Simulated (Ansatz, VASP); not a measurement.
**One calculation of MgC2, two programs**

INCAR

```
PREC = Accurate ; ENCUT = 520
EDIFF = 1E-6 ; ISMEAR = 0
SIGMA = 0.01 ; LREAL = F
LASPH = T ; NELM = 100
ALGO = Normal ; ISIF = 2
LWAVE = F ; LCHARG = F
GGA = RE ; IVDW = 13
NBANDS = 19
```

Contents of KPOINTS:

```
Automatic mesh
0
Gamma
  7 7 6
```

Contents of POSCAR:

```
MgC2
1.0
    4.0282628877      0.0000000000      0.0000000000
    0.0000000000      4.0282628877      0.0000000000
    0.0000000000      0.0000000000      5.0848998910
Mg C
2 4
Direct
    0.0000000000      0.0000000000      0.5000000000
    0.5000000000      0.5000000000      0.0000000000
    0.3876550000      0.6123450000      0.5000000000
    0.6123450000      0.3876550000      0.5000000000
    0.8876550000      0.8876550000      0.0000000000
    0.1123450000      0.1123450000      0.0000000000
```

File input.yaml:

```yaml
crystal:
  lattice:
    - [4.0282628877, 0.0, 0.0]
    - [0.0, 4.0282628877, 0.0]
    - [0.0, 0.0, 5.084899891]
  atoms:
    - { symbol: Mg, position: [0.0, 0.0, 0.5] }
    - { symbol: Mg, position: [0.5, 0.5, 0.0] }
    - { symbol: C, position: [0.387655, 0.612345, 0.5] }
    - { symbol: C, position: [0.612345, 0.387655, 0.5] }
    - { symbol: C, position: [0.887655, 0.887655, 0.0] }
    - { symbol: C, position: [0.112345, 0.112345, 0.0] }
hamiltonian:
  xc: revpbe
  pseudopotentials: { kind: paw }
  dispersion: d4
kpoints:
  mp_grid: { grid: [7, 7, 6] }
scf:
  occupations: { method: gaussian, width: 0.01 }
output:
  forces: true
  stress: true
  eigenvalues: true
  write_density: true
  write_potential: true
  elf: true
  volumetric_format: npy
```

Alike in both runs: task single point; functional revPBE; dispersion D4; k mesh 7 × 7 × 6; occupations gaussian, width 0.01 eV; no spin polarisation.

```csv
,VASP,Ansatz
version,VASP 6.6.1,Ansatz 0.2.0
potentials or method,"VASP PAW PBE potentials, release 64 (Mg, C)",Ansatz PAW
plane-wave cutoff (eV),520,420
valence electrons in the cell,20,36
```

```csv
,VASP,Ansatz,Ansatz less VASP
gap on the k mesh at the Fermi level (eV),2.69,2.69,-0.001
least direct gap on the mesh (eV),3.01,3.00,-0.006
pressure (GPa),-8.5,-8.4,+0.09
"traceless stress, the component that is largest in VASP (GPa)",3.25,3.41,+0.158
rms of the force components (eV/Å),0.566,0.635,+0.0690
```

VASP's potentials were made for PBE, not for revPBE. Atom by atom the forces differ by 0.069 eV/Å (rms over components). VASP's potentials hold 20 valence electrons a cell and Ansatz's 36, so a difference there can come from the potentials and not from the codes.

Noted on Ansatz's run: odd divisions of the mesh miss points on the zone boundary, where band edges often lie, so the gap on the mesh can be too wide.
